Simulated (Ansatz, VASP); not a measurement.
Two plane-wave programs on CoSi

```
Co Si
1.0
     4.37091    0.00000    0.00000
     0.00000    4.37091    0.00000
     0.00000    0.00000    4.37091
Co Si
4 4
Direct
  0.14639 0.14639 0.14639
  0.35361 0.85361 0.64639
  0.64639 0.35361 0.85361
  0.85361 0.64639 0.35361
  0.84369 0.84369 0.84369
  0.65631 0.15631 0.34369
  0.34369 0.65631 0.15631
  0.15631 0.34369 0.65631
```

Alike in both runs: functional PBE; k mesh 8 × 8 × 8; occupations gaussian, width 0.05 eV; no spin polarisation.

Ansatz relaxed the structure, and its values are those at the end. VASP's run is a single point on that final structure, the one shown.

```csv
,VASP,Ansatz
version,VASP 6.6.1,Ansatz 0.2.0
potentials or method,"VASP PAW PBE potentials, release 64 (Co, Si), cutoff 520 eV","scalar-relativistic, plane waves, PAW"
valence electrons in the cell,52,84
```

Ansatz gave:

```
gap on the k mesh at the Fermi level (eV) : none
pressure (GPa)                            : 9.8
```

Q: Estimate VASP's values.

A: gap on the k mesh at the Fermi level (eV): none; pressure (GPa): 9.7.

A gap of «none» marks a metal or a gap that the smearing closes. VASP's potentials hold 52 valence electrons a cell and Ansatz's 84, so a difference there can come from the potentials and not from the codes. Ansatz's warnings: stress scf threshold loose.
